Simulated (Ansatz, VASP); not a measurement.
# One calculation of AgCl, two programs

```xyz
2
Lattice="0.0000 2.7731 2.8009 2.7731 0.0000 2.8009 2.7731 2.7731 0.0000" Properties=species:S:1:pos:R:3 pbc="T T T"
Ag    2.7731    2.7731    2.8009
Cl    0.0000    0.0000    0.0000
```

Change from the starting cell: zz strain of +1 %.

Alike in both runs: task single point; functional PBE; k mesh 8 × 8 × 8; occupations fermi-dirac, width 0.02 eV; no spin polarisation.

|  | VASP | Ansatz |
| --- | --- | --- |
| version | VASP 6.6.1 | Ansatz 0.2.0 |
| potentials or method | VASP PAW PBE potentials, release 64 (Ag, Cl), cutoff 520 eV | all-electron LAPW, scalar-relativistic |

Ansatz gave:

```
gap on the k mesh at the Fermi level (eV)                     : 0.89
pressure (GPa)                                                : 1.1
traceless stress, the component that is largest in VASP (GPa) : -0.15
```

Task: Which values does VASP return?

Result: gap on the k mesh at the Fermi level (eV): 0.88; pressure (GPa): 1.0; traceless stress, the component that is largest in VASP (GPa): -0.14.

Ansatz ran all-electron here, and VASP with PAW potentials.
